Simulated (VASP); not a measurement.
The system is Cd2Se3.

```xyz
5
Lattice="5.1168 0.0000 0.0000 0.0000 5.1168 0.0000 0.0000 0.0000 5.1168" Properties=species:S:1:pos:R:3 pbc="T T T"
Cd    0.0000    0.0000    0.0000
Cd    2.5584    2.5584    2.5584
Se    0.0000    2.5584    2.5584
Se    2.5584    0.0000    2.5584
Se    2.5584    2.5584    0.0000
```

The cell was generated, and may not be a known phase.

```yaml
Program: VASP 6.6.1
Task: relaxation of cell and atoms
Functional: PBE
Potentials_or_basis: VASP PAW PBE potentials, release 64 (Cd, Se)
Cutoff: 600 eV
k_mesh: 4 × 4 × 4
Occupations: gaussian, width 0.1 eV
Spin: no spin polarisation
```

At the start: pressure 3.9 GPa; volume 26.79 Å³/atom.

Q: Where does the relaxation end?

A: Over 3 steps the energy falls by 26.5 meV/atom and the volume is 29.17 Å³/atom (+8.9 %); space group Pm-3m (No. 221, to 0.1 Å) before and after.

The path:
```
step  energy change (eV)  largest force (eV/Å)  pressure (GPa)  volume (Å³)
   1              0.0000                0.0000            3.87       133.97
   2             -0.1317                0.0000           -0.26       146.92
   3             -0.1325                0.0000            0.01       145.85
```

Final structure:
```
Cd Se
1.0
     5.26379    0.00000    0.00000
     0.00000    5.26379    0.00000
     0.00000    0.00000    5.26379
Cd Se
2 3
Direct
  0.00000 0.00000 0.00000
  0.50000 0.50000 0.50000
  0.00000 0.50000 0.50000
  0.50000 0.00000 0.50000
  0.50000 0.50000 0.00000
```
